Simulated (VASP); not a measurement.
LiF (d3), 2 atoms in the cell. The structure is cubic, space group Fm-3m (No. 225). The conventional cell has a = 4.083 Å, b = 4.083 Å, c = 4.083 Å, α = 90.00°, β = 90.00°, γ = 90.00°. Li (site symmetry m-3m) has 6 F at 2.04 Å within 2.7 Å. Within 2.7 Å of F (site symmetry m-3m) lie 6 Li at 2.04 Å. 

```yaml
Program: VASP 6.6.1
Task: relaxation of cell and atoms
Functional: PBE
Dispersion: D3(BJ)
Potentials_or_basis: VASP PAW PBE potentials, release 64 (Li_sv, F)
Cutoff: 750 eV
k_mesh: 10 × 10 × 10
Occupations: gaussian, width 0.02 eV
Spin: no spin polarisation
Dipole_correction: no
Further_INCAR_settings: ALGO = Normal; EDIFF = 1e-07; IBRION = 2; EDIFFG = -0.002; NSW = 100; ISIF = 3
```

Potentials or basis: VASP PAW PBE potentials, release 64 (Li_sv, F).

Launch:

```console
$ cat potpaw_PBE.64/Li_sv/POTCAR potpaw_PBE.64/F/POTCAR > POTCAR
$ mpirun -np 1 vasp_std > vasp.out
```

Hardware: 1 thread of Intel Xeon 8259CL, on a shared host.

Question: Estimate the wall time of this run.

Answer: Run time: 64 s on 1 thread of Intel Xeon 8259CL (shared host), peak memory 0.17 GiB. Counts: scf iterations 33, k points 47, ion steps 4.
